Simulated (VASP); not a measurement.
# Ba2Tl5V3O12 (P1) in VASP: single point with PBE

Aim: the single point of Ba2Tl5V3O12 with PBE.

All numbers are computed with VASP 6.6.1; they aren't measurements. Logs are shortened: lines on timing, memory, paths and dates and some standing lists are left out, and cuts for length are marked.

**1. The cell of the first run**

The typed cell holds 22 atoms: a = 6.618 Å, b = 8.738 Å, c = 9.917 Å, α = 71.51°, β = 74.67°, γ = 71.42°.

**2. Single point, PBE**

INCAR

```
SYSTEM = Ba2Tl5V3O12
PREC     = Accurate       ! precision mode
ENCUT    = 600            ! plane-wave cutoff, eV
EDIFF    = 1E-6           ! SCF threshold, eV
ISMEAR   = 0              ! smearing method
SIGMA    = 0.1            ! smearing width, eV
LREAL    = .FALSE.        ! projectors in reciprocal space
LASPH    = .TRUE.         ! aspherical terms in the spheres
NELM     = 120            ! most SCF steps
ALGO     = Normal         ! electronic algorithm
ISIF     = 2              ! what is computed and relaxed
LWAVE    = .FALSE.        ! write WAVECAR
LCHARG   = .FALSE.        ! write CHGCAR
GGA      = PE             ! functional
NBANDS   = 115            ! bands
GGA_COMPAT= .FALSE.
```

KPOINTS

```
regular mesh
0
G
  2 2 2
  0 0 0
```

POSCAR

```
Ba2Tl5V3O12
1.0
    6.6039283753      0.3463102613      0.2523609379
    2.3522441236      8.4153810767     -0.0938478220
    2.1279388357      2.7750819097      9.2797108238
Ba V Tl O
2 3 5 12
Direct
    0.8042127711      1.0463379035      0.0205120576
    0.2135763861      0.9531458833      0.3407438508
    0.7455018188      0.7068138841      0.3339295211
    0.2608087696      0.2684460357      0.0337451546
    0.0406318186      0.0767290465      0.6615419470
    0.2518747157      0.4040648064      0.3494542345
    0.5888281688      0.3483361977      0.6049437116
    0.5751228893      0.8785943096      0.6688166909
    0.7441133905      0.4925545702      0.1148479099
    0.1178810881      0.6369514324      0.7462493554
    0.2848268007      0.0968219999      0.5445877344
    0.8493695870      0.4925935558      0.3428262121
    0.4064703618      0.2070441246      0.1729478709
    0.8844485935      1.0519841746      0.5590197491
    0.1396584058      0.4828502019     -0.0072976770
    0.5496289634      0.7369528871      0.4844579070
    0.9066140241      0.2443580042      0.7318445564
    0.6134596760      0.8001288946      0.1879504587
    0.0564291784      0.1647233199      0.1024044629
    0.0788421257      0.9036488632      0.8073601208
    0.4402643962      0.2056417793      0.8928974960
    0.9474360715      0.8012781250      0.3062166756
```

Potentials or basis: VASP PAW PBE potentials, release 64 (Ba_sv, V_sv, Tl_d, O).

Launch:

```
cat potpaw_PBE.64/Ba_sv/POTCAR potpaw_PBE.64/V_sv/POTCAR potpaw_PBE.64/Tl_d/POTCAR potpaw_PBE.64/O/POTCAR > POTCAR
mpirun -np 1 vasp_std > vasp.out
```

OUTCAR:

```text
SYSTEM = Ba2Tl5V3O12
   PREC = Accurate
   ENCUT = 600
   EDIFF = 1E-6
   ISMEAR = 0
   LREAL = .FALSE.
   LASPH = .TRUE.
   NELM = 120
   ISIF = 2
   GGA = PE

 ion  position               nearest neighbor table
   1  0.804  0.046  0.021-  19 2.62  18 2.71  20 2.74  21 2.77  13 2.84  17 2.87  22 3.13   5 3.45
                             4 3.49   3 3.59   9 4.17   2 4.43   2 4.46
   2  0.214  0.953  0.341-  22 2.66  19 2.72  13 2.77  14 2.77  16 2.80  18 2.83  11 2.89   4 3.42
                             5 3.47   3 3.49   6 4.06  10 4.11   8 4.30   1 4.43   1 4.46
   3  0.746  0.707  0.334-  22 1.71  16 1.73  18 1.73  12 1.76   9 3.29   2 3.49   1 3.59
   4  0.261  0.268  0.034-  21 1.69  19 1.74  13 1.74  15 1.75   9 3.38   2 3.42   1 3.49
   5  0.041  0.077  0.662-  17 1.71  14 1.73  20 1.73  11 1.75   7 3.23   8 3.42   1 3.45   2 3.47

   6  0.252  0.404  0.349-  12 2.54  13 2.63  11 2.75   9 3.62   7 3.63   2 4.06
   7  0.589  0.348  0.605-  17 2.51  21 2.78  14 2.79  12 2.87   5 3.23  10 3.60   6 3.63   8 3.98

   8  0.575  0.879  0.669-  11 2.50  16 2.58  14 2.72   5 3.42  10 3.68   7 3.98  10 4.00   2 4.30

   9  0.744  0.493  0.115-  12 2.54  15 2.56  18 2.81  19 2.97   3 3.29   4 3.38   6 3.62  10 3.92
                             1 4.17
  10  0.118  0.637  0.746-  15 2.40  20 2.51   7 3.60   8 3.68   9 3.92   8 4.00   2 4.11
  11  0.285  0.097  0.545-   5 1.75   8 2.50   6 2.75   2 2.89
  12  0.849  0.493  0.343-   3 1.76   9 2.54   6 2.54   7 2.87
  13  0.406  0.207  0.173-   4 1.74   6 2.63   2 2.77   1 2.84
  14  0.884  0.052  0.559-   5 1.73   8 2.72   2 2.77   7 2.79
  15  0.140  0.483  0.993-   4 1.75  10 2.40   9 2.56
  16  0.550  0.737  0.484-   3 1.73   8 2.58   2 2.80
  17  0.907  0.244  0.732-   5 1.71   7 2.51   1 2.87
  18  0.613  0.800  0.188-   3 1.73   1 2.71   9 2.81   2 2.83
  19  0.056  0.165  0.102-   4 1.74   1 2.62   2 2.72   9 2.97
  20  0.079  0.904  0.807-   5 1.73  10 2.51   1 2.74
  21  0.440  0.206  0.893-   4 1.69   1 2.77   7 2.78
  22  0.947  0.801  0.306-   3 1.71   2 2.66   1 3.13

  LATTYP: Found a triclinic cell.
 ALAT       =     8.7384494332
 B/A-ratio  =     1.2521647449
 C/A-ratio  =     0.7573215266
 COS(alpha) =     0.0147637065
 COS(beta)  =     0.3186041236
 COS(gamma) =     0.5111342717

  Lattice vectors:

 A1 = (  -2.3522441236,  -8.4153810767,   0.0938478220)
 A2 = (  -0.2243052879,  -5.6402991670,   9.3735586458)
 A3 = (  -6.6039283753,  -0.3463102613,  -0.2523609379)

Analysis of symmetry for initial positions (statically):
=====================================================================
 Subroutine PRICEL returns:
 Original cell was already a primitive cell.

 Routine SETGRP: Setting up the symmetry group for a
 triclinic supercell.

 Subroutine GETGRP returns: Found  1 space group operations
[... 151 lines left out ...]
   NELECT =     196.0000    total number of electrons
   NUPDOWN=      -1.0000    fix difference up-down
   EMIN   =  10.00;   EMAX   =-10.00  energy-range for DOS
   EFERMI =   0.00;   METHOD = LEGACY
   ISMEAR =     0;   SIGMA  =   0.10  broadening in eV -4-tet -1-fermi 0-gaus
   EFERMI_NEDOS =   21; number of points for ismear=-14 and -15
   IALGO  =     38    algorithm
   IMIX   =      4    mixing-type and parameters
     AMIX     =   0.40;   BMIX     =  1.00
     AMIX_MAG =   1.60;   BMIX_MAG =  1.00
  volume/ion in A,a.u.               =      23.04       155.50
  Fermi-wavevector in a.u.,A,eV,Ry     =   1.192640  2.253762 19.352783  1.422389
  Thomas-Fermi vector in A             =   2.328673
   LORBIT       =      0    0 simple, 1 ext, 2 COOP (PROOUT), +10 PAW based schemes
   GGA     = PE    functional components
   LHFCALC =     F    Hartree Fock is set to
   AEXX    =    0.0000 exact exchange contribution
   IVDW    =     0    specifies the selected vdW correction
   LEPSILON=     F    determine dielectric tensor
   LRPA    =     F    only Hartree local field effects (RPA)
 non-spin polarized calculation
 Gauss-broadening in eV      SIGMA  =   0.10
  energy-cutoff  :      600.00
  volume of cell :      506.94
 maximum number of plane-waves:     16946
 NGX is ok and might be reduce to    54
   NGX = 27   NGY = 35   NGZ = 39

 number of electron     195.9999995 magnetization

 Free energy of the ion-electron system (eV)
  ---------------------------------------------------
  ext. energy  EPLUGINS =         0.00000000
  ---------------------------------------------------
  free energy    TOTEN  =      -146.57563297 eV

  energy without entropy =     -146.57563297  energy(sigma->0) =     -146.57563297

 E-fermi :   1.1579     XC(G=0):  -8.2545

 val. band max:        0.6547822814   @ k =   0.0000   0.0000   0.0000
 cond. band min:       3.5743042930   @ k =   0.5000   0.5000   0.0000
 fundamental gap:      2.9195220116
 Fermi energy:         1.1578652968

 k-point     1 :       0.0000    0.0000    0.0000
  band No.  band energies     occupation
      1     -62.9364      2.00000
      2     -62.9336      2.00000
      3     -62.9222      2.00000
      4     -36.9312      2.00000
      5     -36.9155      2.00000
      6     -36.9144      2.00000
[... 893 lines left out ...]
    109       5.0347      0.00000
    110       5.2222      0.00000
 [bands above 110 left out]

------------------------ aborting loop because EDIFF is reached ----------------------------------------

  FORCE on cell =-STRESS in cart. coord.  units (eV):
  Direction    XX          YY          ZZ          XY          YZ          ZX
  --------------------------------------------------------------------------------------
  -------------------------------------------------------------------------------------
  Total        1.5758762      1.5136638      1.3981108      0.1957339      0.0376991     -0.0002636
  in kB        4.9805795      4.7839566      4.4187495      0.6186199      0.1191486     -0.0008332
  external PRESSURE =       4.7277619 kB  Pullay stress =       0.0000000 kB

 VOLUME and BASIS-vectors are now :
 -----------------------------------------------------------------------------
  energy-cutoff  :      600.00
  volume of cell :      506.94
      direct lattice vectors                 reciprocal lattice vectors
     6.603928375  0.346310261  0.252360938     0.154561523 -0.043452951 -0.022448110
     2.352244124  8.415381077 -0.093847822    -0.004957902  0.119828904 -0.034697731
     2.127938836  2.775081910  9.279710824    -0.004253428  0.002393556  0.108021547

 POSITION                                       TOTAL-FORCE (eV/Angst)
 -----------------------------------------------------------------------------------
      5.46361      0.72538      0.38895         0.014670     -0.023224      0.021129
      4.37756      9.04064      3.12645         0.004580     -0.038779      0.032260
      7.29642      7.13296      3.22057        -0.009476     -0.056740      0.003392
      2.42562      2.44304      0.35377        -0.045780      0.037781      0.022165
      1.85654      2.49561      6.14197         0.037508      0.006923     -0.014997
      3.35744      4.45735      3.26848         0.013944      0.019003      0.008040
[... 14 lines left out ...]
      5.29123      4.36089      8.37764         0.020733     -0.068639     -0.155196
      8.79321      7.92094      3.00550         0.086552      0.031867     -0.013659
 -----------------------------------------------------------------------------------
    total drift:                               -0.000586      0.001648     -0.000446

  FREE ENERGIE OF THE ION-ELECTRON SYSTEM (eV)
  ---------------------------------------------------
  free  energy   TOTEN  =      -146.5756329659 eV

  energy  without entropy=     -146.5756329659  energy(sigma->0) =     -146.57563297
```

stdout:

```text
POSCAR found type information on POSCAR BaV TlO
 POSCAR found :  4 types and      22 ions
 scaLAPACK will be used
 -----------------------------------------------------------------------------
|                                                                             |
|                                                                             |
|     You have a (more or less) 'large supercell' and for larger cells it     |
|     might be more efficient to use real-space projection operators.         |
|     Therefore, try LREAL= Auto in the INCAR file.                           |
|     Mind: For very accurate calculation, you might also keep the            |
|     reciprocal projection scheme (i.e. LREAL=.FALSE.).                      |
|                                                                             |
 -----------------------------------------------------------------------------

 LDA part: xc-table for (Slater+PW92), standard interpolation
 POSCAR, INCAR and KPOINTS ok, starting setup
 FFT: planning ... GRIDC
 FFT: planning ... GRID_SOFT
 FFT: planning ... GRID
 WAVECAR not read
 entering main loop
```

Wall time 31 min (1 thread of Intel Xeon Platinum 8259CL at 2.50GHz (Skylake/Cascade Lake), shared host); peak memory 0.93 GiB.

What came out:

```
Free energy            : -146.5756 eV
Pressure               : 0.5 GPa
Largest force          : 0.171 eV/Å
Band gap on the k mesh : 2.92 eV (least direct gap 3.02 eV)
```

Forces in eV/Å, atoms in the order of the input:
```
Ba   0.015 -0.023  0.021
Ba   0.005 -0.039  0.032
V   -0.009 -0.057  0.003
V   -0.046  0.038  0.022
V    0.038  0.007 -0.015
Tl   0.014  0.019  0.008
Tl  -0.004  0.002 -0.014
Tl   0.001 -0.001  0.001
Tl  -0.013  0.012  0.008
Tl  -0.001  0.005 -0.014
O    0.121  0.014 -0.065
O    0.020 -0.107  0.012
O    0.080  0.048  0.095
O   -0.151 -0.015 -0.039
O   -0.018  0.108 -0.038
O   -0.042  0.028  0.155
O   -0.026  0.155  0.022
O   -0.082 -0.051 -0.094
O   -0.045  0.025 -0.005
O    0.038 -0.129  0.070
O    0.021 -0.069 -0.155
O    0.087  0.032 -0.014
```

Levels at points of the mesh, in eV from the valence-band top:
```
           k point  band 95  band 96  band 97  band 98  band 99  band 100  band 101  band 102
(0.00, 0.00, 0.00)    -0.61    -0.57    -0.31     0.00     3.13      3.42      3.46      3.57
(0.50, 0.00, 0.00)    -0.60    -0.46    -0.35    -0.19     2.95      3.38      3.52      3.53
(0.00, 0.50, 0.00)    -0.61    -0.57    -0.30    -0.01     3.00      3.35      3.47      3.55
(0.50, 0.50, 0.00)    -0.58    -0.40    -0.39    -0.13     2.92      3.28      3.35      3.57
(0.00, 0.00, 0.50)    -0.58    -0.43    -0.38    -0.15     3.12      3.36      3.47      3.61
(0.50, 0.00, 0.50)    -0.57    -0.45    -0.38    -0.16     2.99      3.39      3.48      3.52
(0.00, 0.50, 0.50)    -0.60    -0.52    -0.35    -0.12     2.94      3.43      3.46      3.54
(0.50, 0.50, 0.50)    -0.55    -0.46    -0.41    -0.06     3.21      3.30      3.37      3.45
```

Caveat: the k points lie up to 0.51 Å⁻¹ apart; spin-orbit coupling is left out, which moves the levels of the heavy elements.
